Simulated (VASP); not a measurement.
# Si2Mo (P6_222) in VASP: a series of runs

Runs on Si2Mo. Level: PBE. Tasks: single point.

Everything below comes from runs of VASP 6.6.1. Logs are shortened: lines on timing, memory, paths and dates and some standing lists are left out, and cuts for length are marked.

## (1) The cell of the first run

It takes space group P6_222 (No. 180, hexagonal). The conventional cell has a = 4.613 Å, b = 4.613 Å, c = 6.609 Å, α = 90.00°, β = 90.00°, γ = 120.00°. Within 3.4 Å of Si (site symmetry 2) lie 9 Si at 2.56 to 3.22 Å and 5 Mo at 2.58 to 2.68 Å. Mo (site symmetry 222) has 10 Si at 2.58 to 2.68 Å and 4 Mo at 3.19 Å within 3.4 Å.

## (2) Single point, PBE

Input file INCAR:

```
SYSTEM = Si2Mo
PREC = Accurate ; ENCUT = 520
EDIFF = 1E-6 ; ISMEAR = 0
SIGMA = 0.01 ; LREAL = .FALSE.
LASPH = .TRUE. ; NELM = 80
ALGO = Normal ; ISIF = 2
LWAVE = .FALSE. ; LCHARG = .FALSE.
GGA = PE ; NBANDS = 43
```

Input file KPOINTS:

```
Automatic mesh
0
G
  12 12 6
  0 0 0
```

Input file POSCAR:

```
Si2Mo
1.0
    4.6130238168      0.0000000000      0.0000000000
   -2.3065119084      3.9949958136      0.0000000000
    0.0000000000      0.0000000000      6.6094665263
Si Mo
6 3
Direct
    0.1639790379      0.8360209621      0.8333333333
    0.3279580758      0.1639790379      0.1666666667
    0.8360209621      0.6720419242      0.5000000000
    0.8360209621      0.1639790379      0.8333333333
    0.6720419242      0.8360209621      0.1666666667
    0.1639790379      0.3279580758      0.5000000000
    0.5000000000      0.0000000000      0.5000000000
    0.0000000000      0.5000000000      0.1666666667
    0.5000000000      0.5000000000      0.8333333333
```

Potentials or basis: VASP PAW PBE potentials, release 64 (Si, Mo_sv).

Command:

```console
$ cat potpaw_PBE.64/Si/POTCAR potpaw_PBE.64/Mo_sv/POTCAR > POTCAR
$ mpirun -np 1 vasp_std > vasp.out
```

OUTCAR:

```text
SYSTEM = Si2Mo
   PREC = Accurate
   ENCUT = 520
   EDIFF = 1E-6
   ISMEAR = 0
   LREAL = .FALSE.
   LASPH = .TRUE.
   NELM = 80
   ISIF = 2
   GGA = PE

 ion  position               nearest neighbor table
   1  0.164  0.836  0.833-   3 2.56   2 2.56   7 2.58   8 2.58   4 2.62   9 2.65   9 2.65   9 2.68
                             4 2.69   4 2.69
   2  0.328  0.164  0.167-   6 2.56   1 2.56   7 2.58   9 2.58   5 2.62   8 2.65   8 2.65   8 2.68
                             5 2.69   5 2.69
   3  0.836  0.672  0.500-   1 2.56   5 2.56   8 2.58   9 2.58   6 2.62   7 2.65   7 2.65   7 2.68
                             6 2.69   6 2.69
   4  0.836  0.164  0.833-   6 2.56   5 2.56   7 2.58   8 2.58   1 2.62   9 2.65   9 2.65   9 2.68
                             1 2.69   1 2.69
   5  0.672  0.836  0.167-   3 2.56   4 2.56   7 2.58   9 2.58   2 2.62   8 2.65   8 2.65   8 2.68
                             2 2.69   2 2.69
   6  0.164  0.328  0.500-   2 2.56   4 2.56   8 2.58   9 2.58   3 2.62   7 2.65   7 2.65   7 2.68
                             3 2.69   3 2.69
   7  0.500  0.000  0.500-   1 2.58   2 2.58   4 2.58   5 2.58   6 2.65   3 2.65   6 2.65   3 2.65
                             6 2.68   3 2.68   8 3.19   9 3.19   9 3.19   8 3.19
   8  0.000  0.500  0.167-   3 2.58   6 2.58   4 2.58   1 2.58   2 2.65   5 2.65   2 2.65   5 2.65
                             5 2.68   2 2.68   7 3.19   7 3.19   9 3.19   9 3.19
   9  0.500  0.500  0.833-   3 2.58   6 2.58   5 2.58   2 2.58   4 2.65   1 2.65   1 2.65   4 2.65
                             1 2.68   4 2.68   7 3.19   7 3.19   8 3.19   8 3.19

  LATTYP: Found a hexagonal cell.
 ALAT       =     4.6130238168
 C/A-ratio  =     1.4327839588

  Lattice vectors:

 A1 = (   4.6130238168,   0.0000000000,   0.0000000000)
 A2 = (  -2.3065119084,   3.9949958136,   0.0000000000)
 A3 = (   0.0000000000,   0.0000000000,   6.6094665263)

Analysis of symmetry for initial positions (statically):
=====================================================================
 Subroutine PRICEL returns:
 Original cell was already a primitive cell.

 Routine SETGRP: Setting up the symmetry group for a
 hexagonal supercell.

 Subroutine GETGRP returns: Found 12 space group operations
 (whereof  4 operations were pure point group operations)
 out of a pool of 24 trial point group operations.

The static configuration has the point symmetry D_2 .
 The point group associated with its full space group is D_6 .

Analysis of symmetry for dynamics (positions and initial velocities):
=====================================================================
 Subroutine PRICEL returns:
 Original cell was already a primitive cell.

 Routine SETGRP: Setting up the symmetry group for a
 hexagonal supercell.

 Subroutine GETGRP returns: Found 12 space group operations
 (whereof  4 operations were pure point group operations)
 out of a pool of 24 trial point group operations.

The dynamic configuration has the point symmetry D_2 .
 The point group associated with its full space group is D_6 .

 Subroutine INISYM returns: Found 12 space group operations
 (whereof  4 operations are pure point group operations),
 and found     1 'primitive' translations

----------------------------------------------------------------------------------------

                                     Primitive cell

  volume of cell :     121.8059

  direct lattice vectors                    reciprocal lattice vectors
     4.613023817  0.000000000  0.000000000     0.216777550  0.125156577  0.000000000
    -2.306511908  3.994995814  0.000000000     0.000000000  0.250313153  0.000000000
     0.000000000  0.000000000  6.609466526     0.000000000  0.000000000  0.151298141

  length of vectors
     4.613023817  4.613023817  6.609466526     0.250313153  0.250313153  0.151298141

  position of ions in fractional coordinates (direct lattice)
     0.163979038  0.836020962  0.833333333
     0.327958076  0.163979038  0.166666667
     0.836020962  0.672041924  0.500000000
     0.836020962  0.163979038  0.833333333
     0.672041924  0.836020962  0.166666667
     0.163979038  0.327958076  0.500000000
     0.500000000  0.000000000  0.500000000
     0.000000000  0.500000000  0.166666667
     0.500000000  0.500000000  0.833333333

  ion indices of the primitive-cell ions
   primitive index   ion index
                 1           1
                 2           2
                 3           3
                 4           4
                 5           5
                 6           6
                 7           7
                 8           8
                 9           9

----------------------------------------------------------------------------------------

 KPOINTS: Automatic mesh

Automatic generation of k-mesh.
 Grid dimensions read from file:
 generate k-points for:   12   12    6

 Generating k-lattice:

  Cartesian coordinates                     Fractional coordinates (reciprocal lattice)
     0.018064796  0.010429715  0.000000000     0.083333333  0.000000000  0.000000000
     0.000000000  0.020859429  0.000000000     0.000000000  0.083333333  0.000000000
     0.000000000  0.000000000  0.025216357     0.000000000  0.000000000  0.166666667

  Length of vectors
     0.020859429  0.020859429  0.025216357

  Shift w.r.t. Gamma in fractional coordinates (k-lattice)
     0.000000000  0.000000000  0.000000000

 Subroutine IBZKPT returns following result:
 ===========================================

 Found     76 irreducible k-points:

 Following reciprocal coordinates:
            Coordinates               Weight
  0.000000  0.000000  0.000000      1.000000
  0.083333  0.000000  0.000000      6.000000
  0.166667  0.000000  0.000000      6.000000
  0.250000 -0.000000  0.000000      6.000000
  0.333333  0.000000  0.000000      6.000000
  0.416667  0.000000  0.000000      6.000000
[... 16 lines left out ...]
  0.250000 -0.000000  0.166667     12.000000
  0.333333  0.000000  0.166667     12.000000
 [... further k-points ...]
   k-points           NKPTS =     76   k-points in BZ     NKDIM =     76   number of bands    NBANDS=     43
   number of dos      NEDOS =    301   number of ions     NIONS =      9
   total plane-waves  NPLWV =  64800
   dimension x,y,z NGX =    36 NGY =   36 NGZ =   50
   dimension x,y,z NGXF=    72 NGYF=   72 NGZF=  100
   ions per type =               6   3
   NGX,Y,Z   is equivalent  to a cutoff of  12.97, 12.97, 12.58 a.u.
   NGXF,Y,Z  is equivalent  to a cutoff of  25.95, 25.95, 25.15 a.u.
 SYSTEM =  Si2Mo
   PREC   = accura    normal or accurate (medium, high low for compatibility)
   ISTART =      0    job   : 0-new  1-cont  2-samecut
   ICHARG =      2    charge: 1-file 2-atom 10-const
   ISPIN  =      1    spin polarized calculation?
   LNONCOLLINEAR =      F non collinear calculations
   LSORBIT =      F    spin-orbit coupling
   LASPH  =      T    aspherical Exc in radial PAW
   ENCUT  =  520.0 eV  38.22 Ry    6.18 a.u.   8.58  8.58 12.29*2*pi/ulx,y,z
   NELM   =     80;   NELMIN=  2; NELMDL= -5     # of ELM steps
   EDIFF  = 0.1E-05   stopping-criterion for ELM
   LREAL  =      F    real-space projection
   EDIFFG = 0.1E-04   stopping-criterion for IOM
   NSW    =      0    number of steps for IOM
   IBRION =     -1    ionic relax: 0-MD 1-quasi-New 2-CG
   NFREE  =      0    steps in history (QN), initial steepest desc. (CG)
   ISIF   =      2    stress and relaxation
   ISYM   =      2    0-nonsym 1-usesym 2-fastsym
   POTIM  = 0.5000    time-step for ionic-motion
   TEBEG  =    0.0;   TEEND  =   0.0 temperature during run
   PSTRESS=    0.0 pullay stress
   NELECT =      66.0000    total number of electrons
   NUPDOWN=      -1.0000    fix difference up-down
   EMIN   =  10.00;   EMAX   =-10.00  energy-range for DOS
   EFERMI =   0.00;   METHOD = LEGACY
   ISMEAR =     0;   SIGMA  =   0.01  broadening in eV -4-tet -1-fermi 0-gaus
   EFERMI_NEDOS =   21; number of points for ismear=-14 and -15
   IALGO  =     38    algorithm
   IMIX   =      4    mixing-type and parameters
     AMIX     =   0.40;   BMIX     =  1.00
     AMIX_MAG =   1.60;   BMIX_MAG =  1.00
  volume/ion in A,a.u.               =      13.53        91.33
  Fermi-wavevector in a.u.,A,eV,Ry     =   1.334648  2.522119 24.235849  1.781285
  Thomas-Fermi vector in A             =   2.463413
   LORBIT       =      0    0 simple, 1 ext, 2 COOP (PROOUT), +10 PAW based schemes
   GGA     = PE    functional components
   LHFCALC =     F    Hartree Fock is set to
   AEXX    =    0.0000 exact exchange contribution
   IVDW    =     0    specifies the selected vdW correction
   LEPSILON=     F    determine dielectric tensor
   LRPA    =     F    only Hartree local field effects (RPA)
 non-spin polarized calculation
 Gauss-broadening in eV      SIGMA  =   0.01
  energy-cutoff  :      520.00
  volume of cell :      121.81
 maximum number of plane-waves:      3303
 NGX is ok and might be reduce to    36
   NGX = 17   NGY = 17   NGZ = 25

 number of electron      66.0000000 magnetization

 Free energy of the ion-electron system (eV)
  ---------------------------------------------------
  ext. energy  EPLUGINS =         0.00000000
  ---------------------------------------------------
  free energy    TOTEN  =       -69.53952148 eV

  energy without entropy =      -69.53952147  energy(sigma->0) =      -69.53952148

 E-fermi :  12.6916     XC(G=0): -12.3816

 val. band max:       12.6637141473   @ k =   0.5000  -0.0000   0.5000
 cond. band min:      12.7195734976   @ k =   0.5000  -0.0000   0.0000
 fundamental gap:      0.0558593504
 Fermi energy:        12.6916435982

 k-point     1 :       0.0000    0.0000    0.0000
  band No.  band energies     occupation
      1     -48.4964      2.00000
      2     -48.4683      2.00000
      3     -48.4683      2.00000
      4     -22.7262      2.00000
      5     -22.7232      2.00000
      6     -22.7232      2.00000
[... 35 lines left out ...]
     42      15.5577      0.00000
     43      16.0530      0.00000
[... 1017 lines left out ...]
      3     -48.4670      2.00000
      4     -22.7683      2.00000
      5     -22.7556      2.00000
      6     -22.7233      2.00000
[... 35 lines left out ...]
     42      15.8977      0.00000
     43      16.3849      0.00000

 [... further k-points ...]

------------------------ aborting loop because EDIFF is reached ----------------------------------------

  FORCE on cell =-STRESS in cart. coord.  units (eV):
  Direction    XX          YY          ZZ          XY          YZ          ZX
  --------------------------------------------------------------------------------------
  -------------------------------------------------------------------------------------
  Total        0.1310098      0.1310098      0.1061956      0.0000000      0.0000000      0.0000000
  in kB        1.7232407      1.7232407      1.3968465      0.0000000      0.0000000      0.0000000
  external PRESSURE =       1.6144426 kB  Pullay stress =       0.0000000 kB

 VOLUME and BASIS-vectors are now :
 -----------------------------------------------------------------------------
  energy-cutoff  :      520.00
  volume of cell :      121.81
      direct lattice vectors                 reciprocal lattice vectors
     4.613023817  0.000000000  0.000000000     0.216777550  0.125156577  0.000000000
    -2.306511908  3.994995814  0.000000000     0.000000000  0.250313153  0.000000000
     0.000000000  0.000000000  6.609466526     0.000000000  0.000000000  0.151298141

 POSITION                                       TOTAL-FORCE (eV/Angst)
 -----------------------------------------------------------------------------------
     -1.17185      3.33990      5.50789        -0.002711      0.001565      0.000000
      1.13466      0.65510      1.10158        -0.002711     -0.001565      0.000000
      2.30651      2.68480      3.30473        -0.000000      0.003131      0.000000
      3.47837      0.65510      5.50789         0.002711     -0.001565      0.000000
      1.17185      3.33990      1.10158         0.002711      0.001565      0.000000
      0.00000      1.31019      3.30473         0.000000     -0.003131      0.000000
      2.30651      0.00000      3.30473        -0.000000      0.000000     -0.000000
     -1.15326      1.99750      1.10158        -0.000000      0.000000     -0.000000
      1.15326      1.99750      5.50789        -0.000000      0.000000      0.000000
 -----------------------------------------------------------------------------------
    total drift:                               -0.000000     -0.000000      0.000001

  FREE ENERGIE OF THE ION-ELECTRON SYSTEM (eV)
  ---------------------------------------------------
  free  energy   TOTEN  =       -69.5395214838 eV

  energy  without entropy=      -69.5395214678  energy(sigma->0) =      -69.53952148
```

It took 4.7 min on 1 thread of Intel Xeon Platinum 8259CL at 2.50GHz (Skylake/Cascade Lake), shared host; peak memory 0.44 GiB.

Results:

```yaml
Free_energy: -69.5395 eV
Pressure: 0.2 GPa
Largest_force: 0.003 eV/Å
Band_gap_on_the_k_mesh: 0.06 eV, indirect (least direct gap 0.52 eV)
```

Forces in eV/Å, atoms in the order of the input:
```
Si  -0.003  0.002  0.000
Si  -0.003 -0.002  0.000
Si   0.000  0.003  0.000
Si   0.003 -0.002  0.000
Si   0.003  0.002  0.000
Si   0.000 -0.003  0.000
Mo   0.000  0.000  0.000
Mo   0.000  0.000  0.000
Mo   0.000  0.000  0.000
```

[end of part 1 of 3]
